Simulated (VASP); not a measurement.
# Ti3Al5 (P4/mmm) in VASP: notebook, part 2 of 2

VASP 6.6.1. Earlier steps stand in the parts before.

### 3 Single point, LDA

This run uses another cell than the first one, of 15.19 Å³/atom, 0.962 times its volume.

Contents of INCAR:

```
SYSTEM = Ti3Al5
PREC     = Accurate       ! precision mode
ENCUT    = 500            ! plane-wave cutoff, eV
EDIFF    = 1E-6           ! SCF threshold, eV
ISMEAR   = 0              ! smearing method
SIGMA    = 0.1            ! smearing width, eV
LREAL    = .FALSE.        ! projectors in reciprocal space
LASPH    = .TRUE.         ! aspherical terms in the spheres
NELM     = 120            ! most SCF steps
ALGO     = Normal         ! electronic algorithm
ISIF     = 2              ! what is computed and relaxed
LWAVE    = .FALSE.        ! write WAVECAR
LCHARG   = .FALSE.        ! write CHGCAR
NBANDS   = 36             ! bands
GGA_COMPAT= .FALSE.
```

Contents of KPOINTS:

```
Automatic mesh
0
G
  10 10 4
  0 0 0
```

Contents of POSCAR:

```
Ti3Al5
1.0
    3.8441707539      0.0000000000      0.0000000000
    0.0000000000      3.8441707539      0.0000000000
    0.0000000000      0.0000000000      8.2232594296
Ti Al
3 5
Direct
    0.0000000000      0.0000000000      0.5000000000
    0.5000000000      0.5000000000      0.0000000000
    0.5000000000      0.5000000000      0.5000000000
    0.0000000000      0.5000000000      0.2524321638
    0.0000000000      0.5000000000      0.7475678362
    0.5000000000      0.0000000000      0.2524321638
    0.5000000000      0.0000000000      0.7475678362
    0.0000000000      0.0000000000      0.0000000000
```

Potentials or basis: VASP PAW LDA potentials, release 64 (Ti_sv, Al).

Started as:

```sh
> cat potpaw_LDA.64/Ti_sv/POTCAR potpaw_LDA.64/Al/POTCAR > POTCAR
> mpirun -np 1 vasp_std > vasp.out
```

OUTCAR:

```text
SYSTEM = Ti3Al5
   PREC = Accurate
   ENCUT = 500
   EDIFF = 1E-6
   ISMEAR = 0
   LREAL = .FALSE.
   LASPH = .TRUE.
   NELM = 120
   ISIF = 2

 ion  position               nearest neighbor table
   1  0.000  0.000  0.500-   3 2.72   3 2.72   3 2.72   3 2.72   7 2.80   4 2.80   4 2.80   5 2.80
                             5 2.80   6 2.80   7 2.80   6 2.80
   2  0.500  0.500  0.000-   8 2.72   8 2.72   8 2.72   8 2.72   4 2.83   6 2.83   7 2.83   5 2.83
                             4 2.83   5 2.83   6 2.83   7 2.83
   3  0.500  0.500  0.500-   1 2.72   1 2.72   1 2.72   1 2.72   7 2.80   4 2.80   6 2.80   7 2.80
                             5 2.80   4 2.80   5 2.80   6 2.80
   4  0.000  0.500  0.252-   6 2.72   6 2.72   6 2.72   6 2.72   3 2.80   3 2.80   1 2.80   1 2.80
                             2 2.83   2 2.83   8 2.83   8 2.83
   5  0.000  0.500  0.748-   7 2.72   7 2.72   7 2.72   7 2.72   3 2.80   3 2.80   1 2.80   1 2.80
                             2 2.83   2 2.83   8 2.83   8 2.83
   6  0.500  0.000  0.252-   4 2.72   4 2.72   4 2.72   4 2.72   3 2.80   1 2.80   1 2.80   3 2.80
                             2 2.83   2 2.83   8 2.83   8 2.83
   7  0.500  0.000  0.748-   5 2.72   5 2.72   5 2.72   5 2.72   3 2.80   1 2.80   1 2.80   3 2.80
                             2 2.83   2 2.83   8 2.83   8 2.83
   8  0.000  0.000  0.000-   2 2.72   2 2.72   2 2.72   2 2.72   7 2.83   4 2.83   4 2.83   5 2.83
                             5 2.83   6 2.83   7 2.83   6 2.83

  LATTYP: Found a simple tetragonal cell.
 ALAT       =     3.8441707539
 C/A-ratio  =     2.1391504062

  Lattice vectors:

 A1 = (   3.8441707539,   0.0000000000,   0.0000000000)
 A2 = (   0.0000000000,   3.8441707539,   0.0000000000)
 A3 = (   0.0000000000,   0.0000000000,   8.2232594296)

Analysis of symmetry for initial positions (statically):
=====================================================================
 Subroutine PRICEL returns:
 Original cell was already a primitive cell.

 Routine SETGRP: Setting up the symmetry group for a
 simple tetragonal supercell.

 Subroutine GETGRP returns: Found 16 space group operations
 (whereof 16 operations were pure point group operations)
 out of a pool of 16 trial point group operations.

The static configuration has the point symmetry D_4h.

Analysis of symmetry for dynamics (positions and initial velocities):
=====================================================================
 Subroutine PRICEL returns:
 Original cell was already a primitive cell.

 Routine SETGRP: Setting up the symmetry group for a
 simple tetragonal supercell.

 Subroutine GETGRP returns: Found 16 space group operations
 (whereof 16 operations were pure point group operations)
 out of a pool of 16 trial point group operations.

The dynamic configuration has the point symmetry D_4h.

 Subroutine INISYM returns: Found 16 space group operations
 (whereof 16 operations are pure point group operations),
 and found     1 'primitive' translations

----------------------------------------------------------------------------------------

                                     Primitive cell

  volume of cell :     121.5204

  direct lattice vectors                    reciprocal lattice vectors
     3.844170754  0.000000000  0.000000000     0.260134126  0.000000000  0.000000000
     0.000000000  3.844170754  0.000000000     0.000000000  0.260134126  0.000000000
[... 79 lines left out ...]
   k-points           NKPTS =     63   k-points in BZ     NKDIM =     63   number of bands    NBANDS=     36
   number of dos      NEDOS =    301   number of ions     NIONS =      8
   total plane-waves  NPLWV =  47040
   dimension x,y,z NGX =    28 NGY =   28 NGZ =   60
   dimension x,y,z NGXF=    56 NGYF=   56 NGZF=  120
   ions per type =               3   5
   NGX,Y,Z   is equivalent  to a cutoff of  12.11, 12.11, 12.13 a.u.
   NGXF,Y,Z  is equivalent  to a cutoff of  24.22, 24.22, 24.26 a.u.
 SYSTEM =  Ti3Al5
   PREC   = accura    normal or accurate (medium, high low for compatibility)
   ISTART =      0    job   : 0-new  1-cont  2-samecut
   ICHARG =      2    charge: 1-file 2-atom 10-const
   ISPIN  =      1    spin polarized calculation?
   LNONCOLLINEAR =      F non collinear calculations
   LSORBIT =      F    spin-orbit coupling
   LASPH  =      T    aspherical Exc in radial PAW
   ENCUT  =  500.0 eV  36.75 Ry    6.06 a.u.   7.01  7.01 14.99*2*pi/ulx,y,z
   NELM   =    120;   NELMIN=  2; NELMDL= -5     # of ELM steps
   EDIFF  = 0.1E-05   stopping-criterion for ELM
   LREAL  =      F    real-space projection
   EDIFFG = 0.1E-04   stopping-criterion for IOM
   NSW    =      0    number of steps for IOM
   IBRION =     -1    ionic relax: 0-MD 1-quasi-New 2-CG
   NFREE  =      0    steps in history (QN), initial steepest desc. (CG)
   ISIF   =      2    stress and relaxation
   ISYM   =      2    0-nonsym 1-usesym 2-fastsym
   POTIM  = 0.5000    time-step for ionic-motion
   TEBEG  =    0.0;   TEEND  =   0.0 temperature during run
   PSTRESS=    0.0 pullay stress
   NELECT =      51.0000    total number of electrons
   NUPDOWN=      -1.0000    fix difference up-down
   EMIN   =  10.00;   EMAX   =-10.00  energy-range for DOS
   EFERMI =   0.00;   METHOD = LEGACY
   ISMEAR =     0;   SIGMA  =   0.10  broadening in eV -4-tet -1-fermi 0-gaus
   EFERMI_NEDOS =   21; number of points for ismear=-14 and -15
   IALGO  =     38    algorithm
   IMIX   =      4    mixing-type and parameters
     AMIX     =   0.40;   BMIX     =  1.00
     AMIX_MAG =   1.60;   BMIX_MAG =  1.00
  volume/ion in A,a.u.               =      15.19       102.51
  Fermi-wavevector in a.u.,A,eV,Ry     =   1.225693  2.316224 20.440357  1.502324
  Thomas-Fermi vector in A             =   2.360722
   LORBIT       =      0    0 simple, 1 ext, 2 COOP (PROOUT), +10 PAW based schemes
   GGA     = CA    functional components
   LHFCALC =     F    Hartree Fock is set to
   AEXX    =    0.0000 exact exchange contribution
   IVDW    =     0    specifies the selected vdW correction
   LEPSILON=     F    determine dielectric tensor
   LRPA    =     F    only Hartree local field effects (RPA)
 non-spin polarized calculation
 Gauss-broadening in eV      SIGMA  =   0.10
  energy-cutoff  :      500.00
  volume of cell :      121.52
 maximum number of plane-waves:      3144
   NGX = 15   NGY = 15   NGZ = 29

 number of electron      51.0000033 magnetization

 Free energy of the ion-electron system (eV)
  ---------------------------------------------------
  ext. energy  EPLUGINS =         0.00000000
  ---------------------------------------------------
  free energy    TOTEN  =       -49.96695688 eV

  energy without entropy =      -49.94121055  energy(sigma->0) =      -49.95408371

 E-fermi :   8.6996     XC(G=0): -11.3258

 val. band max:        8.6911709792   @ k =   0.2000   0.0000   0.2500
 cond. band min:       8.7024880145   @ k =   0.3000   0.0000   0.2500
 fundamental gap:      0.0113170353
 Fermi energy:         8.6995849207

 k-point     1 :       0.0000    0.0000    0.0000
  band No.  band energies     occupation
      1     -47.2196      2.00000
      2     -47.0991      2.00000
      3     -46.7369      2.00000
      4     -23.9172      2.00000
      5     -23.9079      2.00000
      6     -23.9079      2.00000
[... 925 lines left out ...]
     35      11.9823      0.00000
     36      12.0637      0.00000

 [... further k-points ...]

------------------------ aborting loop because EDIFF is reached ----------------------------------------

  FORCE on cell =-STRESS in cart. coord.  units (eV):
  Direction    XX          YY          ZZ          XY          YZ          ZX
  --------------------------------------------------------------------------------------
  -------------------------------------------------------------------------------------
  Total        0.0807196      0.0807196      0.0758359      0.0000000      0.0000000      0.0000000
  in kB        1.0642412      1.0642412      0.9998531      0.0000000      0.0000000      0.0000000
  external PRESSURE =       1.0427785 kB  Pullay stress =       0.0000000 kB

 VOLUME and BASIS-vectors are now :
 -----------------------------------------------------------------------------
  energy-cutoff  :      500.00
  volume of cell :      121.52
      direct lattice vectors                 reciprocal lattice vectors
     3.844170754  0.000000000  0.000000000     0.260134126  0.000000000  0.000000000
     0.000000000  3.844170754  0.000000000     0.000000000  0.260134126  0.000000000
     0.000000000  0.000000000  8.223259430     0.000000000  0.000000000  0.121606281

 POSITION                                       TOTAL-FORCE (eV/Angst)
 -----------------------------------------------------------------------------------
      0.00000      0.00000      4.11163         0.000000      0.000000      0.000000
      1.92209      1.92209      0.00000         0.000000      0.000000      0.000000
      1.92209      1.92209      4.11163         0.000000      0.000000      0.000000
      0.00000      1.92209      2.07582         0.000000     -0.000000     -0.002550
      0.00000      1.92209      6.14744         0.000000     -0.000000      0.002550
      1.92209      0.00000      2.07582        -0.000000     -0.000000     -0.002550
      1.92209      0.00000      6.14744         0.000000     -0.000000      0.002550
      0.00000      0.00000      0.00000         0.000000      0.000000      0.000000
 -----------------------------------------------------------------------------------
    total drift:                                0.000000      0.000000      0.000000

  FREE ENERGIE OF THE ION-ELECTRON SYSTEM (eV)
  ---------------------------------------------------
  free  energy   TOTEN  =       -49.9669568770 eV

  energy  without entropy=      -49.9412105521  energy(sigma->0) =      -49.95408371
```

Run time: 6.3 min. Hardware: 1 thread of AMD EPYC 7R43 (Zen 3), shared host; peak memory 0.28 GiB.

What came out:

```yaml
Free_energy: -49.9670 eV
Pressure: 0.1 GPa
```

Forces on the atoms (eV/Å):
```
Ti   0.000  0.000  0.000
Ti   0.000  0.000  0.000
Ti   0.000  0.000  0.000
Al   0.000  0.000 -0.003
Al   0.000  0.000  0.003
Al   0.000  0.000 -0.003
Al   0.000  0.000  0.003
Al   0.000  0.000  0.000
```
